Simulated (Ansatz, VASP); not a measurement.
# One calculation of SnO2, two programs

```
Sn O
1.0
     4.82719    0.00000    0.00000
     0.00000    4.82719    0.00000
     0.00000    0.00000    3.23815
Sn O
2 4
Direct
  0.50000 0.50000 0.50000
  0.00000 0.00000 0.00000
  0.19342 0.80658 0.50000
  0.80658 0.19342 0.50000
  0.30658 0.30658 0.00000
  0.69342 0.69342 0.00000
```

Alike in both runs: functional PBE; k mesh 6 × 6 × 8; occupations gaussian, width 0.02 eV; no spin polarisation.

Ansatz relaxed the structure, and its values are those at the end. VASP's run is a single point on that final structure, the one shown.

|  | VASP | Ansatz |
| --- | --- | --- |
| version | VASP 6.6.1 | Ansatz 0.2.0 |
| potentials or method | VASP PAW PBE potentials, release 64 (Sn_d, O), cutoff 520 eV | scalar-relativistic, plane waves, PAW |
| valence electrons in the cell | 52 | 52 |

|  | VASP | Ansatz | Ansatz less VASP |
| --- | --- | --- | --- |
| gap on the k mesh at the Fermi level (eV) | 0.67 | 0.68 | +0.012 |
| least direct gap on the mesh (eV) | 0.67 | 0.68 | +0.012 |
| pressure (GPa) | 0.6 | 0.0 | -0.61 |
| rms of the force components (eV/Å) | 0.008 | 0.000 | -0.0078 |

The functional is the same, so the differences come from potentials, cutoffs and numerics.
